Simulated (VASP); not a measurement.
# Li3Tm (Pm-3m) in VASP: notebook, part 2 of 3

VASP 6.6.1. The steps go on from the part before.

### Step 4. Relaxation of cell and atoms, PBE

Input file INCAR:

```
ALGO = Normal
EDIFF = 1E-7
EDIFFG = -0.04
ENCUT = 750
GGA = PE
GGA_COMPAT = F
IBRION = 2
ISIF = 3
ISMEAR = 0
LASPH = T
LCHARG = F
LMAXMIX = 6
LREAL = F
LWAVE = F
NELM = 200
NELMIN = 4
NSW = 90
PREC = Accurate
SIGMA = 0.1
```

Input file KPOINTS:

```
k-points
0
Gamma
  4 4 4
```

Input file POSCAR:

```
Li3Tm
1.0
    4.1346348400      0.0000000000      0.0000000000
    0.0000000000      4.1346348400      0.0000000000
    0.0000000000      0.0000000000      4.1346348400
Li Tm
3 1
Direct
    0.5000000000      0.0000000000      0.5000000000
    0.0000000000      0.5000000000      0.5000000000
    0.5000000000      0.5000000000      0.0000000000
    0.0000000000      0.0000000000      0.0000000000
```

Potentials or basis: VASP PAW PBE potentials, release 64 (Li_sv, Tm_3), 4f in core.

Started as:

```sh
$ cat potpaw_PBE.64/Li_sv/POTCAR potpaw_PBE.64/Tm_3/POTCAR > POTCAR
$ mpirun -np 1 vasp_std > vasp.out
```

OUTCAR:

```text
EDIFF = 1E-7
   EDIFFG = -0.04
   ENCUT = 750
   GGA = PE
   IBRION = 2
   ISIF = 3
   ISMEAR = 0
   LASPH = T
   LREAL = F
   NELM = 200
   NELMIN = 4
   NSW = 90
   PREC = Accurate

 ion  position               nearest neighbor table
   1  0.500  0.000  0.500-   4 2.92   4 2.92   4 2.92   4 2.92
   2  0.000  0.500  0.500-   4 2.92   4 2.92   4 2.92   4 2.92
   3  0.500  0.500  0.000-   4 2.92   4 2.92   4 2.92   4 2.92
   4  0.000  0.000  0.000-   1 2.92   2 2.92   3 2.92   1 2.92   2 2.92   2 2.92   3 2.92   2 2.92
                             1 2.92   3 2.92   1 2.92   3 2.92

  LATTYP: Found a simple cubic cell.
 ALAT       =     4.1346348400

  Lattice vectors:

 A1 = (   4.1346348400,   0.0000000000,   0.0000000000)
 A2 = (   0.0000000000,   4.1346348400,   0.0000000000)
 A3 = (   0.0000000000,   0.0000000000,   4.1346348400)

Analysis of symmetry for initial positions (statically):
=====================================================================
 Subroutine PRICEL returns:
 Original cell was already a primitive cell.

 Routine SETGRP: Setting up the symmetry group for a
 simple cubic supercell.

 Subroutine GETGRP returns: Found 48 space group operations
 (whereof 48 operations were pure point group operations)
 out of a pool of 48 trial point group operations.

The static configuration has the point symmetry O_h .

Analysis of symmetry for dynamics (positions and initial velocities):
=====================================================================
 Subroutine PRICEL returns:
 Original cell was already a primitive cell.

 Routine SETGRP: Setting up the symmetry group for a
 simple cubic supercell.

 Subroutine GETGRP returns: Found 48 space group operations
 (whereof 48 operations were pure point group operations)
 out of a pool of 48 trial point group operations.

The dynamic configuration has the point symmetry O_h .

 Subroutine INISYM returns: Found 48 space group operations
 (whereof 48 operations are pure point group operations),
 and found     1 'primitive' translations

----------------------------------------------------------------------------------------

                                     Primitive cell

  volume of cell :      70.6824

  direct lattice vectors                    reciprocal lattice vectors
     4.134634840  0.000000000  0.000000000     0.241859327  0.000000000  0.000000000
     0.000000000  4.134634840  0.000000000     0.000000000  0.241859327  0.000000000
     0.000000000  0.000000000  4.134634840     0.000000000  0.000000000  0.241859327

  length of vectors
     4.134634840  4.134634840  4.134634840     0.241859327  0.241859327  0.241859327

  position of ions in fractional coordinates (direct lattice)
     0.500000000  0.000000000  0.500000000
     0.000000000  0.500000000  0.500000000
     0.500000000  0.500000000  0.000000000
     0.000000000  0.000000000  0.000000000

  ion indices of the primitive-cell ions
   primitive index   ion index
                 1           1
                 2           2
                 3           3
                 4           4

----------------------------------------------------------------------------------------

 KPOINTS: k-points

Automatic generation of k-mesh.
 Grid dimensions read from file:
 generate k-points for:    4    4    4

 Generating k-lattice:

  Cartesian coordinates                     Fractional coordinates (reciprocal lattice)
     0.060464832  0.000000000  0.000000000     0.250000000  0.000000000  0.000000000
     0.000000000  0.060464832  0.000000000     0.000000000  0.250000000  0.000000000
     0.000000000  0.000000000  0.060464832     0.000000000  0.000000000  0.250000000

  Length of vectors
     0.060464832  0.060464832  0.060464832

  Shift w.r.t. Gamma in fractional coordinates (k-lattice)
     0.000000000  0.000000000  0.000000000

 Subroutine IBZKPT returns following result:
 ===========================================

 Found     10 irreducible k-points:

 Following reciprocal coordinates:
            Coordinates               Weight
  0.000000  0.000000  0.000000      1.000000
  0.250000  0.000000  0.000000      6.000000
  0.500000  0.000000  0.000000      3.000000
  0.250000  0.250000  0.000000     12.000000
  0.500000  0.250000  0.000000     12.000000
  0.500000  0.500000  0.000000      3.000000
  0.250000  0.250000  0.250000      8.000000
  0.500000  0.250000  0.250000     12.000000
  0.500000  0.500000  0.250000      6.000000
  0.500000  0.500000  0.500000      1.000000
   k-points           NKPTS =     10   k-points in BZ     NKDIM =     10   number of bands    NBANDS=     13
   number of dos      NEDOS =    301   number of ions     NIONS =      4
   total plane-waves  NPLWV =  64000
   dimension x,y,z NGX =    40 NGY =   40 NGZ =   40
   dimension x,y,z NGXF=    80 NGYF=   80 NGZF=   80
   ions per type =               3   1
   NGX,Y,Z   is equivalent  to a cutoff of  16.08, 16.08, 16.08 a.u.
   NGXF,Y,Z  is equivalent  to a cutoff of  32.17, 32.17, 32.17 a.u.
 SYSTEM =  unknown system
   PREC   = accura    normal or accurate (medium, high low for compatibility)
   ISTART =      0    job   : 0-new  1-cont  2-samecut
   ICHARG =      2    charge: 1-file 2-atom 10-const
   ISPIN  =      1    spin polarized calculation?
   LNONCOLLINEAR =      F non collinear calculations
   LSORBIT =      F    spin-orbit coupling
   LASPH  =      T    aspherical Exc in radial PAW
   ENCUT  =  750.0 eV  55.12 Ry    7.42 a.u.   9.23  9.23  9.23*2*pi/ulx,y,z
   NELM   =    200;   NELMIN=  4; NELMDL= -5     # of ELM steps
   EDIFF  = 0.1E-06   stopping-criterion for ELM
   LREAL  =      F    real-space projection
   EDIFFG = -.4E-01   stopping-criterion for IOM
   NSW    =     90    number of steps for IOM
   IBRION =      2    ionic relax: 0-MD 1-quasi-New 2-CG
   NFREE  =      1    steps in history (QN), initial steepest desc. (CG)
   ISIF   =      3    stress and relaxation
   ISYM   =      2    0-nonsym 1-usesym 2-fastsym
   POTIM  = 0.5000    time-step for ionic-motion
   TEBEG  =    0.0;   TEEND  =   0.0 temperature during run
   PSTRESS=    0.0 pullay stress
   NELECT =      18.0000    total number of electrons
   NUPDOWN=      -1.0000    fix difference up-down
   EMIN   =  10.00;   EMAX   =-10.00  energy-range for DOS
   EFERMI =   0.00;   METHOD = LEGACY
   ISMEAR =     0;   SIGMA  =   0.10  broadening in eV -4-tet -1-fermi 0-gaus
   EFERMI_NEDOS =   21; number of points for ismear=-14 and -15
   IALGO  =     38    algorithm
   IMIX   =      4    mixing-type and parameters
     AMIX     =   0.40;   BMIX     =  1.00
     AMIX_MAG =   1.60;   BMIX_MAG =  1.00
  volume/ion in A,a.u.               =      17.67       119.25
  Fermi-wavevector in a.u.,A,eV,Ry     =   1.037676  1.960924 14.650370  1.076772
  Thomas-Fermi vector in A             =   2.172125
   LORBIT       =      0    0 simple, 1 ext, 2 COOP (PROOUT), +10 PAW based schemes
   GGA     = PE    functional components
   LHFCALC =     F    Hartree Fock is set to
   AEXX    =    0.0000 exact exchange contribution
   IVDW    =     0    specifies the selected vdW correction
   LEPSILON=     F    determine dielectric tensor
   LRPA    =     F    only Hartree local field effects (RPA)
 conjugate gradient relaxation of ions
 non-spin polarized calculation
 Gauss-broadening in eV      SIGMA  =   0.10
  energy-cutoff  :      750.00
  volume of cell :       70.68
 maximum number of plane-waves:      3328
 NGX is ok and might be reduce to    40
   NGX = 19   NGY = 19   NGZ = 19

--------------------------------------- Ionic step        1  -------------------------------------------

 number of electron      17.9999991 magnetization

 Free energy of the ion-electron system (eV)
  ---------------------------------------------------
  ext. energy  EPLUGINS =         0.00000000
  ---------------------------------------------------
  free energy    TOTEN  =        -8.55145410 eV

  energy without entropy =       -8.51853343  energy(sigma->0) =       -8.53499376

 E-fermi :   2.3085     XC(G=0):  -8.8551

 val. band max:        2.2902822275   @ k =   0.2500   0.0000   0.0000
 cond. band min:       2.3264418856   @ k =   0.5000   0.5000   0.5000
 fundamental gap:      0.0361596582
 Fermi energy:         2.3085491893

 k-point     1 :       0.0000    0.0000    0.0000
  band No.  band energies     occupation
      1     -43.3832      2.00000
      2     -43.3505      2.00000
      3     -43.3505      2.00000
      4     -23.2777      2.00000
      5     -23.2777      2.00000
      6     -23.2777      2.00000
      7      -2.3797      2.00000
      8       2.3929      0.23269
      9       2.3929      0.23268
     10       4.3204      0.00000
     11       4.3204      0.00000
     12       4.3204      0.00000
     13       5.3620      0.00000
[... 291 lines left out ...]
  energy  without entropy=       -9.1411397546  energy(sigma->0) =       -9.15521004

--------------------------------------- Ionic step        5  -------------------------------------------

 number of electron      18.0000005 magnetization

 Free energy of the ion-electron system (eV)
  ---------------------------------------------------
  ext. energy  EPLUGINS =         0.00000000
  ---------------------------------------------------
  free energy    TOTEN  =        -9.17042555 eV

  energy without entropy =       -9.14246861  energy(sigma->0) =       -9.15644708

 E-fermi :   1.2269     XC(G=0):  -7.9264

 val. band max:        1.1523970611   @ k =   0.5000   0.5000   0.5000
 cond. band min:       1.2358392241   @ k =   0.5000   0.2500   0.2500
 fundamental gap:      0.0834421630
 Fermi energy:         1.2269094757

 k-point     1 :       0.0000    0.0000    0.0000
  band No.  band energies     occupation
      1     -44.8663      2.00000
      2     -44.8559      2.00000
      3     -44.8559      2.00000
      4     -25.2029      2.00000
      5     -25.2029      2.00000
      6     -25.2029      2.00000
      7      -3.0680      2.00000
      8       1.3492      0.08382
      9       1.3492      0.08382
     10       2.8234      0.00000
     11       2.8234      0.00000
     12       2.8234      0.00000
     13       3.5095      0.00000
[... 173 lines left out ...]
  FREE ENERGIE OF THE ION-ELECTRON SYSTEM (eV)
  ---------------------------------------------------
  free  energy   TOTEN  =        -9.1704255519 eV

  energy  without entropy=       -9.1424686099  energy(sigma->0) =       -9.15644708

 reached required accuracy - stopping structural energy minimisation
```

CONTCAR:

```text
Li3Tm
   1.00000000000000
     4.5563707816706467    0.0000000000000000   -0.0000000000000000
     0.0000000000000000    4.5563707816706467   -0.0000000000000000
     0.0000000000000000    0.0000000000000000    4.5563707816706467
  Li              Tm
     3     1
Direct
     0.5000000000000000    0.0000000000000000    0.5000000000000000
     0.0000000000000000    0.5000000000000000    0.5000000000000000
     0.5000000000000000    0.5000000000000000    0.0000000000000000
     0.0000000000000000    0.0000000000000000    0.0000000000000000

  0.00000000E+00  0.00000000E+00  0.00000000E+00
  0.00000000E+00  0.00000000E+00  0.00000000E+00
  0.00000000E+00  0.00000000E+00  0.00000000E+00
  0.00000000E+00  0.00000000E+00  0.00000000E+00
```

It took 51 s on 1 thread of AMD EPYC 9R45 (Zen 5), shared host; peak memory 0.21 GiB.

What came out:

| Property | Result |
| --- | --- |
| Free energy | -9.1704 eV |
| Relaxed volume | 23.65 Å³/atom |
| Relaxed cell | a = 4.556 Å, b = 4.556 Å, c = 4.556 Å, α = 90.00°, β = 90.00°, γ = 90.00° |
| Space group after relaxing (to 0.1 Å) | Pm-3m (No. 221) |
| Energy gained by relaxing | 154.7 meV/atom |
| Ionic steps | 5 |
| Pressure after relaxing | 0.0 GPa |
| Band gap on the k mesh | zero (bands 9 and 10 overlap by 0.60 eV) |

Step by step:
```tsv
step	energy change (eV)	largest force (eV/Å)	pressure (GPa)	volume (Å³)
1	0.0000	0.0000	10.12	70.68
2	-0.4974	0.0000	3.63	82.73
3	-0.5481	0.0000	-1.92	105.53
4	-0.6178	0.0000	-0.28	95.91
5	-0.6190	0.0000	0.00	94.59
```

Final structure:
```
Li Tm
1.0
     4.55637    0.00000    0.00000
     0.00000    4.55637    0.00000
     0.00000    0.00000    4.55637
Li Tm
3 1
Direct
  0.50000 0.00000 0.50000
  0.00000 0.50000 0.50000
  0.50000 0.50000 0.00000
  0.00000 0.00000 0.00000
```

Levels at points of the mesh, in eV from the Fermi level:
```tsv
k point	band 5	band 6	band 7	band 8	band 9	band 10	band 11	band 12	band 13
(0.00, 0.00, 0.00)	-26.43	-26.43	-4.29	0.12	0.12	1.60	1.60	1.60	2.28
(0.50, 0.00, 0.00)	-26.43	-26.43	-3.17	-1.87	0.05	0.61	0.61	2.41	2.68
(0.50, 0.50, 0.00)	-26.44	-26.43	-2.03	-1.40	-0.48	-0.48	1.06	1.06	2.44
(0.50, 0.50, 0.50)	-26.44	-26.44	-0.07	-0.07	-0.07	0.13	0.13	0.13	0.19
```

Caveat: the k points lie up to 0.34 Å⁻¹ apart in the final cell, too coarse for converged energies and pressures of a metal; the volume moved by over 15 % at a fixed basis, so the end points are rough; spin-orbit coupling is left out, which moves the levels of the heavy elements; the 4f electrons are frozen in the core, so they carry no moment and show no levels. Spin polarisation is off, so any magnetic state and its effect on volume and gap are missing.

### Step 5. Single point, PBE

This run uses another cell than the first one, of 23.70 Å³/atom.

Input file INCAR:

```
SYSTEM = Li3Tm
PREC = Accurate
ENCUT = 750
EDIFF = 1E-6
ISMEAR = 0
SIGMA = 0.1
LREAL = .FALSE.
LASPH = .TRUE.
NELM = 200
ALGO = Normal
ISIF = 2
LWAVE = .FALSE.
LCHARG = .FALSE.
GGA = PE
NBANDS = 17
GGA_COMPAT = .FALSE.
LMAXMIX = 6
```

Input file KPOINTS:

```
regular mesh
0
G
  10 10 10
  0 0 0
```

Input file POSCAR:

```
Li3Tm
1.0
    4.5597176869      0.0000000000      0.0000000000
    0.0000000000      4.5597176869      0.0000000000
    0.0000000000      0.0000000000      4.5597176869
Li Tm
3 1
Direct
    0.5000000000      0.0000000000      0.5000000000
    0.0000000000      0.5000000000      0.5000000000
    0.5000000000      0.5000000000      0.0000000000
    0.0000000000      0.0000000000      0.0000000000
```

Started as:

```sh
$ cat potpaw_PBE.64/Li_sv/POTCAR potpaw_PBE.64/Tm_3/POTCAR > POTCAR
$ mpirun -np 1 vasp_std > vasp.out
```

It took 70 s on 1 thread of AMD EPYC 9R45 (Zen 5), shared host; peak memory 0.31 GiB.

It converged, with:

| Quantity | Value |
| --- | --- |
| Free energy | -9.1698 eV |
| Pressure | 0.0 GPa |
| Band gap on the k mesh | zero (bands 9 and 10 overlap by 0.61 eV) |

Levels at points of the mesh, in eV from the Fermi level:
```csv
k point,band 5,band 6,band 7,band 8,band 9,band 10,band 11,band 12,band 13,band 14
"(0.00, 0.00, 0.00)",-26.42,-26.42,-4.29,0.13,0.13,1.60,1.60,1.60,2.29,2.29
"(0.50, 0.00, 0.00)",-26.42,-26.42,-3.16,-1.87,0.07,0.62,0.62,2.42,2.68,3.71
"(0.50, 0.50, 0.00)",-26.43,-26.42,-2.02,-1.40,-0.47,-0.47,1.07,1.07,2.44,2.98
"(0.50, 0.50, 0.50)",-26.43,-26.43,-0.07,-0.07,-0.07,0.14,0.14,0.14,0.19,1.35
```

Caveat: spin-orbit coupling is left out, which moves the levels of the heavy elements; the 4f electrons are frozen in the core, so they carry no moment and show no levels.

(Continued in part 3 of 3.)

The gap in the log of VASP goes by the Fermi energy; the results here count the filled bands.